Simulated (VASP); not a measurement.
The system is C.

```
C
1.0
     2.10720    0.00000    0.00000
    -1.05360    1.82488    0.00000
     0.00000    0.00000    6.88210
C
4
Direct
  0.00000 0.00000 0.00000
  0.00000 0.00000 0.50000
  0.33333 0.66667 0.25000
  0.66667 0.33333 0.75000
```

| Property | Result |
| --- | --- |
| Program | VASP 6.6.1 |
| Task | relaxation of cell and atoms |
| Functional | PBEsol |
| Potentials or basis | VASP PAW PBE potentials, release 64 (C_h) |
| Cutoff | 1300 eV |
| k mesh | 17 × 17 × 5 |
| Occupations | fermi-dirac, width 0.1 eV |
| Spin | no spin polarisation |

At the start: pressure 6.0 GPa; volume 6.62 Å³/atom.

**Question.** Where does the relaxation end?

**Answer.** Over 14 steps the energy falls by 517.8 meV/atom and the volume is 6.99 Å³/atom (+5.7 %); space group P6_3/mmc (No. 194, to 0.1 Å) before and after.

The path:
| step | energy change (eV) | largest force (eV/Å) | pressure (GPa) | volume (Å³) |
| --- | --- | --- | --- | --- |
| 1 | 0.0000 | 0.0000 | 5.98 | 26.46 |
| 2 | -0.0283 | 0.0000 | -0.62 | 27.42 |
| 3 | -0.0298 | 0.0000 | -2.51 | 27.72 |
| 4 | -0.0639 | 0.0000 | -3.84 | 27.90 |
| 5 | -0.1356 | 0.0000 | -5.84 | 28.20 |
| 6 | -0.3714 | 0.0000 | -8.63 | 28.64 |
| 7 | -0.9191 | 0.0000 | -9.79 | 28.90 |
| 8 | -1.7163 | 0.0000 | 24.74 | 27.33 |
| 9 | -1.7051 | 0.0000 | -6.92 | 28.59 |
| 10 | -2.0602 | 0.0000 | -3.40 | 28.07 |
| 11 | -2.0655 | 0.0000 | 2.69 | 27.90 |
| 12 | -2.0711 | 0.0000 | -0.11 | 27.97 |
| 13 | -2.0706 | 0.0000 | 0.97 | 27.81 |
| 14 | -2.0711 | 0.0000 | -0.09 | 27.97 |

Final structure:
```
C
1.0
     1.70586    0.00000    0.00000
    -0.85293    1.47732    0.00000
     0.00000    0.00000   11.09891
C
4
Direct
  0.00000 0.00000 0.00000
  0.00000 0.00000 0.50000
  0.33333 0.66667 0.25000
  0.66667 0.33333 0.75000
```

Caveat: a cell axis changed by over 15 % at a fixed basis, so the end point is rough; the PAW data sets were made with another functional, which shifts forces and pressure a little.
